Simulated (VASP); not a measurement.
Here is a VASP 6.6.1 calculation.

The input INCAR:

```
SYSTEM = Si4Sn
  PREC = Accurate
  ENCUT = 600
  EDIFF = 1E-7
  ISMEAR = 0
  SIGMA = 0.1
  LREAL = .FALSE.
  LASPH = .TRUE.
  NELM = 100
  ALGO = Normal
  ISIF = 3
  LWAVE = .FALSE.
  LCHARG = .FALSE.
  GGA = PE
  IBRION = 2
  NSW = 100
  EDIFFG = -0.01
```

Contents of KPOINTS:

```
Automatic mesh
0
G
  8 8 12
  0 0 0
```

POSCAR

```
Si4Sn
1.0
    3.8567779636     -4.0862646363      0.0000000000
    3.8567779636      4.0862646363      0.0000000000
    0.0000000000      0.0000000000      3.2885530056
Si Sn
4 1
Direct
    0.8441440919      0.1558559081      0.5000000000
    0.1876051487      0.1876051487      0.0000000000
    0.8123948513      0.8123948513      0.0000000000
    0.1558559081      0.8441440919      0.5000000000
    0.5000000000      0.5000000000      0.5000000000
```

Potentials or basis: VASP PAW PBE potentials, release 64 (Si, Sn_d).

Run with:

```sh
$ cat potpaw_PBE.64/Si/POTCAR potpaw_PBE.64/Sn_d/POTCAR > POTCAR
$ mpirun -np 1 vasp_std > vasp.out
```

Task: What does it give for the space group after relaxing (to 0.1 Å)?

Result: Cmmm (No. 65).

Task: Predict the relaxed cell.

Result: a = 5.610 Å, b = 5.610 Å, c = 3.294 Å, α = 90.00°, β = 90.00°, γ = 94.19°.

Task: What does it give for the band gap on the k mesh?

Result: Zero (bands 15 and 16 overlap by 3.44 eV).

Task: What does it give for the relaxed volume?

Result: 20.68 Å³/atom.

Step by step:
```
step  energy change (eV)  largest force (eV/Å)  pressure (GPa)  volume (Å³)
   1              0.0000                0.1757           -0.28       103.65
   2             -0.0050                0.0897            0.21       103.12
   3             -0.0051                0.1116            0.31       103.01
   4             -0.0069                0.0383            0.00       103.44
   5             -0.0069                0.0243           -0.06       103.53
   6             -0.0072                0.0222           -0.01       103.45
   7             -0.0072                0.0228            0.01       103.42
   8             -0.0073                0.0086            0.02       103.42
```

Caveat: spin-orbit coupling is left out, which moves the levels of the heavy elements.
